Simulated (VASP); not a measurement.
Wanted: the native input for a VASP 6.6.1 run.

* Task: single point
* Functional: LDA
* Potentials or basis: VASP PAW LDA potentials, release 64 (Na_pv, I)
* Cutoff: 500 eV
* k mesh: 3 × 3 × 3
* Occupations: gaussian, width 0.01 eV
* Spin: no spin polarisation
* Dipole correction: no
* Further INCAR settings: ALGO = Normal; EDIFF = 1e-06; NBANDS = 14

The structure of NaI lies in POSCAR:

```
NaI
1.0
    0.0000000000      3.2364000000      3.2364000000
    3.2364000000      0.0000000000      3.2364000000
    3.2364000000      3.2364000000      0.0000000000
Na I
1 1
Direct
    0.0078220294      0.9938120294      0.9950779706
    0.5109400000      0.4948600000      0.4962900000
```

The input as run:

INCAR

```
  PREC = Accurate
  ENCUT = 500
  EDIFF = 1E-6
  ISMEAR = 0
  SIGMA = 0.01
  LREAL = False
  LASPH = True
  NELM = 120
  ALGO = Normal
  ISIF = 2
  LWAVE = False
  LCHARG = False
  NBANDS = 14
  GGA_COMPAT = False
```

KPOINTS

```
Automatic mesh
0
Gamma
  3 3 3
```

Potentials or basis: VASP PAW LDA potentials, release 64 (Na_pv, I).

Command:

```console
$ cat potpaw_LDA.64/Na_pv/POTCAR potpaw_LDA.64/I/POTCAR > POTCAR
$ mpirun -np 1 vasp_std > vasp.out
```

Results of the run:

```yaml
Pressure: -1.3 GPa
Largest_force: 0.014 eV/Å
Band_gap_on_the_k_mesh: 3.32 eV
```

Caveat: the k points lie up to 0.56 Å⁻¹ apart; spin-orbit coupling is left out, which moves the levels of the heavy elements.

Run time: 12 s on 1 thread of Intel(R) Xeon(R) Platinum 8259CL CPU @ 2.50GHz (Skylake/Cascade Lake), on a shared host, peak memory 0.17 GiB.
